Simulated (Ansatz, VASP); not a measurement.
# One calculation of Al3Pd, two programs

File INCAR:

```
SYSTEM = Al3Pd
PREC = Accurate ; ENCUT = 500
EDIFF = 1E-6 ; ISMEAR = 0
SIGMA = 0.4 ; LREAL = .FALSE.
LASPH = .TRUE. ; NELM = 120
ALGO = Normal ; ISIF = 2
LWAVE = .FALSE. ; LCHARG = .TRUE.
GGA = PE ; LELF = .TRUE.
LVHAR = .TRUE. ; NBANDS = 18
GGA_COMPAT = .FALSE.
```

Contents of KPOINTS:

```
regular mesh
0
G
  5 5 5
  0 0 0
```

Contents of POSCAR:

```
Al3Pd
1.0
    3.9469100000      0.0000000000      0.0000000000
    0.0000000000      3.9469100000      0.0000000000
    0.0000000000      0.0000000000      3.9469100000
Al Pd
3 1
Direct
    0.0000000000      0.5000000000      0.5000000000
    0.5000000000      0.0000000000      0.5000000000
    0.5000000000      0.5000000000      0.0000000000
    0.0000000000      0.0000000000      0.0000000000
```

Input for Ansatz:

```yaml
crystal:
  lattice:
    - [3.94691, 0.0, 0.0]
    - [0.0, 3.94691, 0.0]
    - [0.0, 0.0, 3.94691]
  atoms:
    - { symbol: Al, position: [0.0, 0.5, 0.5] }
    - { symbol: Al, position: [0.5, 0.0, 0.5] }
    - { symbol: Al, position: [0.5, 0.5, 0.0] }
    - { symbol: Pd, position: [0.0, 0.0, 0.0] }
basis:
  ecutwfc: 420
kpoints:
  mp_grid: { grid: [5, 5, 5] }
hamiltonian:
  xc: pbe
scf:
  occupations: { method: gaussian, width: 0.4 }
output:
  forces: true
  stress: true
  eigenvalues: true
```

Alike in both runs: task single point; functional PBE; k mesh 5 × 5 × 5; occupations gaussian, width 0.4 eV; no spin polarisation.

```csv
,VASP,Ansatz
version,VASP 6.6.1,Ansatz 0.2.0
potentials or method,"VASP PAW PBE potentials, release 64 (Al, Pd), cutoff 500 eV","scalar-relativistic, plane waves, PAW"
valence electrons in the cell,19,27
```

|  | VASP | Ansatz | Ansatz less VASP |
| --- | --- | --- | --- |
| gap on the k mesh at the Fermi level (eV) | none | none | - |
| pressure (GPa) | 1.3 | 1.3 | +0.02 |

A gap of «none» marks a metal or a gap that the smearing closes. The functional is the same, so the differences come from potentials, cutoffs and numerics. VASP's potentials hold 19 valence electrons a cell and Ansatz's 27, so a difference there can come from the potentials and not from the codes.
